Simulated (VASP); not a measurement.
# Co (P6_3/mmc) in VASP: notebook, part 2 of 2

VASP 6.6.1. The steps go on from the part before.

## 3. Electric field gradients, PBE, collinear spin, ferromagnetic start

The input, INCAR:

```
SYSTEM = Co
PREC = Accurate
ENCUT = 520
EDIFF = 1E-8
ISMEAR = -1
SIGMA = 0.05
LREAL = .FALSE.
LASPH = .TRUE.
NELM = 150
ALGO = Normal
ISIF = 2
LWAVE = .FALSE.
LCHARG = .FALSE.
ISPIN = 2
MAGMOM = 2 2
LORBIT = 11
LMAXMIX = 4
GGA = PE
LEFG = .TRUE.
NBANDS = 20
```

The input, KPOINTS:

```
regular mesh
0
G
  17 17 9
  0 0 0
```

The input, POSCAR:

```
Co
1.0
    2.4953926987      0.0000000000      0.0000000000
   -1.2476963493      2.1610734695      0.0000000000
    0.0000000000      0.0000000000      4.0317541449
Co
2
Direct
    0.3333333333      0.6666666667      0.2500000000
    0.6666666667      0.3333333333      0.7500000000
```

Potentials or basis: VASP PAW PBE potentials, release 64 (Co).

On the command line:

```
> cat potpaw_PBE.64/Co/POTCAR > POTCAR
> mpirun -np 1 vasp_std > vasp.out
```

OUTCAR:

```text
SYSTEM = Co
   PREC = Accurate
   ENCUT = 520
   EDIFF = 1E-8
   ISMEAR = -1
   LREAL = .FALSE.
   LASPH = .TRUE.
   NELM = 150
   ISIF = 2
   ISPIN = 2
   LORBIT = 11
   GGA = PE

 ion  position               nearest neighbor table
   1  0.333  0.667  0.250-   2 2.48   2 2.48   2 2.48   2 2.48   2 2.48   2 2.48
   2  0.667  0.333  0.750-   1 2.48   1 2.48   1 2.48   1 2.48   1 2.48   1 2.48

  LATTYP: Found a hexagonal cell.
 ALAT       =     2.4953926987
 C/A-ratio  =     1.6156792264

  Lattice vectors:

 A1 = (   2.4953926987,   0.0000000000,   0.0000000000)
 A2 = (  -1.2476963493,   2.1610734695,   0.0000000000)
 A3 = (   0.0000000000,   0.0000000000,   4.0317541449)

Analysis of symmetry for initial positions (statically):
=====================================================================
 Subroutine PRICEL returns:
 Original cell was already a primitive cell.

 Routine SETGRP: Setting up the symmetry group for a
 hexagonal supercell.

 Subroutine GETGRP returns: Found 24 space group operations
 (whereof 12 operations were pure point group operations)
 out of a pool of 24 trial point group operations.

The static configuration has the point symmetry D_3d.
 The point group associated with its full space group is D_6h.

Analysis of symmetry for dynamics (positions and initial velocities):
=====================================================================
 Subroutine PRICEL returns:
 Original cell was already a primitive cell.

 Routine SETGRP: Setting up the symmetry group for a
 hexagonal supercell.
[... 1292 lines left out ...]
  --------------------------------------------------------------------------------------
  -------------------------------------------------------------------------------------
  Total       -0.0897641     -0.0897641     -0.1158284     -0.0000000     -0.0000000      0.0000000
  in kB       -6.6147062     -6.6147062     -8.5353849     -0.0000000     -0.0000000      0.0000000
  external PRESSURE =      -7.2549324 kB  Pullay stress =       0.0000000 kB

 VOLUME and BASIS-vectors are now :
 -----------------------------------------------------------------------------
  energy-cutoff  :      520.00
  volume of cell :       21.74
      direct lattice vectors                 reciprocal lattice vectors
     2.495392699  0.000000000  0.000000000     0.400738529  0.231366498  0.000000000
    -1.247696349  2.161073469  0.000000000     0.000000000  0.462732995  0.000000000
     0.000000000  0.000000000  4.031754145     0.000000000  0.000000000  0.248030997

 POSITION                                       TOTAL-FORCE (eV/Angst)
 -----------------------------------------------------------------------------------
     -0.00000      1.44072      1.00794        -0.000000      0.000000      0.000000
      1.24770      0.72036      3.02382         0.000000      0.000000      0.000000
 -----------------------------------------------------------------------------------
    total drift:                               -0.000000      0.000000     -0.000000

  FREE ENERGIE OF THE ION-ELECTRON SYSTEM (eV)
  ---------------------------------------------------
  free  energy   TOTEN  =       -14.0783613051 eV

  energy  without entropy=      -14.0638464893  energy(sigma->0) =      -14.07110390

 Electric field gradients (V/A^2)
---------------------------------------------------------------------
 ion       V_xx      V_yy      V_zz      V_xy      V_xz      V_yz
---------------------------------------------------------------------
   1       1.618     1.617    -3.235    -0.001     0.000    -0.000
   2       1.618     1.617    -3.235    -0.001    -0.000     0.000
---------------------------------------------------------------------

 Electric field gradients after diagonalization (V/A^2)
 (convention: |V_zz| > |V_xx| > |V_yy|)
----------------------------------------------------------------------
 ion       V_xx      V_yy      V_zz     asymmetry (V_yy - V_xx)/ V_zz
----------------------------------------------------------------------
   1       1.619     1.616    -3.235       0.001
   2       1.619     1.616    -3.235       0.001
----------------------------------------------------------------------

           NMR quadrupolar parameters

 Cq : quadrupolar parameter    Cq=e*Q*V_zz/h
 eta: asymmetry parameters     (V_yy - V_xx)/ V_zz
 Q  : nuclear electric quadrupole moment in mb (millibarn)
----------------------------------------------------------------------
 ion       Cq(MHz)       eta       Q (mb)
----------------------------------------------------------------------
   1      -0.008       0.001       1.000
   2      -0.008       0.001       1.000
----------------------------------------------------------------------

 total charge

# of ion       s       p       d       tot
------------------------------------------
    1        0.488   0.520   7.261   8.269
    2        0.488   0.520   7.261   8.269
--------------------------------------------------
tot          0.976   1.039  14.523  16.538

 magnetization (x)

# of ion       s       p       d       tot
------------------------------------------
    1       -0.015  -0.054   1.707   1.638
    2       -0.015  -0.054   1.707   1.638
--------------------------------------------------
tot         -0.029  -0.108   3.414   3.277
```

stdout:

```text
POSCAR found type information on POSCAR Co
 POSCAR found :  1 types and       2 ions
 scaLAPACK will be used
 LDA part: xc-table for (Slater+PW92), standard interpolation
 POSCAR, INCAR and KPOINTS ok, starting setup
 FFT: planning ... GRIDC
 FFT: planning ... GRID_SOFT
 FFT: planning ... GRID
 WAVECAR not read
 entering main loop
ion   1

ion   2
```

It took 68 s on 1 thread of Intel Xeon 6975P-C (Granite Rapids), shared host; peak memory 0.22 GiB.

Results:

```
Free energy                                           : -14.0784 eV
Pressure                                              : -0.7 GPa
Net moment                                            : 3.24 μB per cell
Site moments                                          : Co +1.64 μB
Valence electrons inside the program's atomic spheres : Co 8.27
```

Levels at points of the mesh, in eV from the Fermi level:
Spin up:
```
           k point  band 7  band 8  band 9  band 10  band 11  band 12  band 13  band 14  band 15  band 16
(0.00, 0.00, 0.00)   -2.27   -1.93   -1.93    -0.83    -0.83    -0.05     6.35    21.96    24.49    24.49
```
Spin down:
```
           k point  band 4  band 5  band 6  band 7  band 8  band 9  band 10  band 11
(0.00, 0.00, 0.00)   -0.94   -0.94   -0.57   -0.57   -0.16   -0.16    -0.12     1.06
```

Electric field gradients, principal values (V/Å²):
| atom | least | middle | greatest (by size) |
| --- | --- | --- | --- |
| 1 Co | 1.616 | 1.619 | -3.235 |
| 2 Co | 1.616 | 1.619 | -3.235 |

Caveat: without QUAD_EFG the Cq values of the log hold for a quadrupole moment of 1 mb, not for the nuclei.

## 4. Electric field gradients, PBE, collinear spin, ferromagnetic start (volume scaled by 0.9405)

The input, INCAR:

```
ALGO = Normal ; EDIFF = 1E-8
ENCUT = 520 ; GGA = PE
ISIF = 2 ; ISMEAR = -1
ISPIN = 2 ; LASPH = T
LCHARG = F ; LEFG = T
LMAXMIX = 4 ; LORBIT = 11
LREAL = F ; LWAVE = F
MAGMOM = 2 2 ; NBANDS = 20
NELM = 150 ; PREC = Accurate
SIGMA = 0.05
```

The input, KPOINTS:

```
k-points
0
Gamma
  17 17 9
```

The input, POSCAR:

```
Co
1.0
    2.4448853601      0.0000000000      0.0000000000
   -1.2224426800      2.1173328312      0.0000000000
    0.0000000000      0.0000000000      3.9501504872
Co
2
Direct
    0.3333333333      0.6666666667      0.2500000000
    0.6666666667      0.3333333333      0.7500000000
```

Potentials or basis: VASP PAW PBE potentials, release 64 (Co).

On the command line:

```
> cat potpaw_PBE.64/Co/POTCAR > POTCAR
> mpirun -np 1 vasp_std > vasp.out
```

OUTCAR:

```text
EDIFF = 1E-8
   ENCUT = 520
   GGA = PE
   ISIF = 2
   ISMEAR = -1
   ISPIN = 2
   LASPH = T
   LORBIT = 11
   LREAL = F
   NELM = 150
   PREC = Accurate

 ion  position               nearest neighbor table
   1  0.333  0.667  0.250-   2 2.43   2 2.43   2 2.43   2 2.43   2 2.43   2 2.43
   2  0.667  0.333  0.750-   1 2.43   1 2.43   1 2.43   1 2.43   1 2.43   1 2.43

  LATTYP: Found a hexagonal cell.
 ALAT       =     2.4448853601
 C/A-ratio  =     1.6156792264

  Lattice vectors:

 A1 = (   2.4448853601,   0.0000000000,   0.0000000000)
[... 1350 lines left out ...]
---------------------------------------------------------------------

 Electric field gradients after diagonalization (V/A^2)
 (convention: |V_zz| > |V_xx| > |V_yy|)
----------------------------------------------------------------------
 ion       V_xx      V_yy      V_zz     asymmetry (V_yy - V_xx)/ V_zz
----------------------------------------------------------------------
   1       2.025     2.022    -4.047       0.001
   2       2.025     2.022    -4.047       0.001
----------------------------------------------------------------------

           NMR quadrupolar parameters

 Cq : quadrupolar parameter    Cq=e*Q*V_zz/h
 eta: asymmetry parameters     (V_yy - V_xx)/ V_zz
 Q  : nuclear electric quadrupole moment in mb (millibarn)
----------------------------------------------------------------------
 ion       Cq(MHz)       eta       Q (mb)
----------------------------------------------------------------------
   1      -0.010       0.001       1.000
   2      -0.010       0.001       1.000
----------------------------------------------------------------------

 total charge

# of ion       s       p       d       tot
------------------------------------------
    1        0.515   0.575   7.306   8.396
    2        0.515   0.575   7.306   8.396
--------------------------------------------------
tot          1.029   1.151  14.612  16.792

 magnetization (x)

# of ion       s       p       d       tot
------------------------------------------
    1       -0.015  -0.054   1.646   1.576
    2       -0.015  -0.054   1.646   1.576
--------------------------------------------------
tot         -0.031  -0.108   3.291   3.152
```

stdout:

```text
POSCAR found type information on POSCAR Co
 POSCAR found :  1 types and       2 ions
 scaLAPACK will be used
 LDA part: xc-table for (Slater+PW92), standard interpolation
 POSCAR, INCAR and KPOINTS ok, starting setup
 FFT: planning ... GRIDC
 FFT: planning ... GRID_SOFT
 FFT: planning ... GRID
 WAVECAR not read
 entering main loop
ion   1

ion   2
```

Wall time 1.8 min (1 thread of Intel Xeon Platinum 8375C at 2.90GHz (Ice Lake), shared host); peak memory 0.2 GiB.

Results:

| Quantity | Value |
| --- | --- |
| Free energy | -14.0285 eV |
| Pressure | 13.9 GPa |
| Net moment | 3.14 μB per cell |
| Site moments | Co +1.58 μB |
| Valence electrons inside the program's atomic spheres | Co 8.40 |

Electric field gradients, principal values (V/Å²):
```csv
atom,least,middle,greatest (by size)
1 Co,2.022,2.025,-4.047
2 Co,2.022,2.025,-4.047
```

Caveat: without QUAD_EFG the Cq values of the log hold for a quadrupole moment of 1 mb, not for the nuclei.
